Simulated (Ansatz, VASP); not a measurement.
## NaI: VASP beside Ansatz

File INCAR:

```
ALGO = Normal
EDIFF = 1E-6
ENCUT = 520
GGA = PE
ISIF = 2
ISMEAR = -1
LASPH = T
LCHARG = F
LREAL = F
LWAVE = F
NBANDS = 14
NELM = 80
PREC = Accurate
SIGMA = 0.02
```

Contents of KPOINTS:

```
k-points
0
Gamma
  8 8 8
```

File POSCAR:

```
NaI
1.0
    0.0000000000      3.1932247394      3.2297205820
    3.1932247394      0.0000000000      3.2297205820
    3.1932247394      3.1932247394      0.0000000000
Na I
1 1
Direct
    0.0000000000      0.0000000000      0.0000000000
    0.5000000000      0.5000000000      0.5000000000
```

Input for Ansatz:

```yaml
crystal:
  lattice:
    - [0.0, 3.1932247394, 3.229720582]
    - [3.1932247394, 0.0, 3.229720582]
    - [3.1932247394, 3.1932247394, 0.0]
  atoms:
    - { symbol: Na, position: [0.0, 0.0, 0.0] }
    - { symbol: I, position: [0.5, 0.5, 0.5] }
kpoints:
  mp_grid: { grid: [8, 8, 8] }
  band_path:
    path:
      - [0.0, 0.0, 0.0]
      - [0.5, 0.0, 0.5]
      - [0.625, 0.25, 0.625]
      - [0.375, 0.375, 0.75]
      - [0.5, 0.5, 0.5]
      - [0.5, 0.25, 0.75]
    npoints: 1
hamiltonian:
  xc: pbe
scf:
  occupations: { method: fermi_dirac, width: 0.02 }
  n_extra_bands: 4
output:
  forces: true
  stress: true
  eigenvalues: true
```

Change from the starting cell: biaxial_xy strain -1.1%.

Alike in both runs: task single point; functional PBE; k mesh 8 × 8 × 8; occupations fermi-dirac, width 0.02 eV; no spin polarisation.

|  | VASP | Ansatz |
| --- | --- | --- |
| version | VASP 6.6.1 | Ansatz 0.2.0 |
| potentials or method | VASP PAW PBE potentials, release 64 (Na_pv, I) | plane waves, PAW |
| plane-wave cutoff (eV) | 520 | 420 |
| valence electrons in the cell | 14 | 26 |

|  | VASP | Ansatz | Ansatz less VASP |
| --- | --- | --- | --- |
| gap on the k mesh at the Fermi level (eV) | 3.71 | 3.71 | +0.004 |
| pressure (GPa) | 1.0 | 1.0 | -0.03 |
| traceless stress, the component that is largest in VASP (GPa) | -0.22 | -0.22 | +0.001 |

VASP's potentials hold 14 valence electrons a cell and Ansatz's 26, so a difference there can come from the potentials and not from the codes.

Spin-orbit coupling is off throughout.
